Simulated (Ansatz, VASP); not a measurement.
**One calculation of InWSe3, two programs**

Contents of INCAR:

```
SYSTEM = InWSe3
PREC     = Accurate       ! precision mode
ENCUT    = 600            ! plane-wave cutoff, eV
EDIFF    = 1E-6           ! SCF threshold, eV
ISMEAR   = 0              ! smearing method
SIGMA    = 0.1            ! smearing width, eV
LREAL    = .False.        ! projectors in reciprocal space
LASPH    = .True.         ! aspherical terms in the spheres
NELM     = 80             ! most SCF steps
ALGO     = Normal         ! electronic algorithm
ISIF     = 3              ! what is computed and relaxed
LWAVE    = .False.        ! write WAVECAR
LCHARG   = .False.        ! write CHGCAR
GGA      = PE             ! functional
IBRION   = 2              ! ionic algorithm
NSW      = 90             ! ionic steps
EDIFFG   = -0.04          ! ionic threshold
```

The input KPOINTS:

```
regular mesh
0
Gamma
  4 4 4
  0 0 0
```

POSCAR

```
InWSe3
1.0
    4.7891224200      0.0000000000      0.0000000000
    0.0000000000      4.7891224200      0.0000000000
    0.0000000000      0.0000000000      4.7891224200
In W Se
1 1 3
Direct
    0.5000000000      0.5000000000      0.5000000000
    0.0000000000      0.0000000000      0.0000000000
    0.5000000000      0.0000000000      0.0000000000
    0.0000000000      0.5000000000      0.0000000000
    0.0000000000      0.0000000000      0.5000000000
```

Input for Ansatz:

```yaml
crystal:
  lattice:
    - [4.78912242, 0.0, 0.0]
    - [0.0, 4.78912242, 0.0]
    - [0.0, 0.0, 4.78912242]
  atoms:
    - { symbol: In, position: [0.5, 0.5, 0.5] }
    - { symbol: W, position: [0.0, 0.0, 0.0] }
    - { symbol: Se, position: [0.5, 0.0, 0.0] }
    - { symbol: Se, position: [0.0, 0.5, 0.0] }
    - { symbol: Se, position: [0.0, 0.0, 0.5] }
basis:
  ecutwfc: 420
kpoints:
  mp_grid: { grid: [4, 4, 4] }
hamiltonian:
  xc: pbe
scf:
  occupations: { method: gaussian, width: 0.1 }
  lower_state_search: "off"
output:
  forces: true
  stress: true
  eigenvalues: true
relax:
  adjacent_minimum: "off"
  f_tol: 0.04
  max_steps: 70
  cell: { stress_tol: 0.4 }
```

Change from the starting cell: species swapped into the Mn3SnH type (Pm-3m, No. 221).

Alike in both runs: task relaxation of cell and atoms; functional PBE; k mesh 4 × 4 × 4; occupations gaussian, width 0.1 eV; no spin polarisation.

```csv
,VASP,Ansatz
version,VASP 6.6.1,Ansatz 0.2.0
potentials or method,"VASP PAW PBE potentials, release 64 (In_d, W_sv, Se), cutoff 600 eV","scalar-relativistic, plane waves, PAW"
valence electrons in the cell,45,75
```

VASP gave:

| Property | Result |
| --- | --- |
| gap on the k mesh at the Fermi level, each at its own relaxed structure (eV) | none |
| relaxed volume (Å³/atom) | 25.25 |
| relaxed length of the cell vector where the two differ most in proportion (Å) | 5.016 |

Task: Estimate Ansatz's values.

Result: gap on the k mesh at the Fermi level, each at its own relaxed structure (eV): none; relaxed volume (Å³/atom): 25.20; relaxed length of the cell vector where the two differ most in proportion (Å): 5.013.

A gap of «none» marks a metal or a gap that the smearing closes. VASP's potentials hold 45 valence electrons a cell and Ansatz's 75, so a difference there can come from the potentials and not from the codes.

Spin-orbit coupling is off throughout.
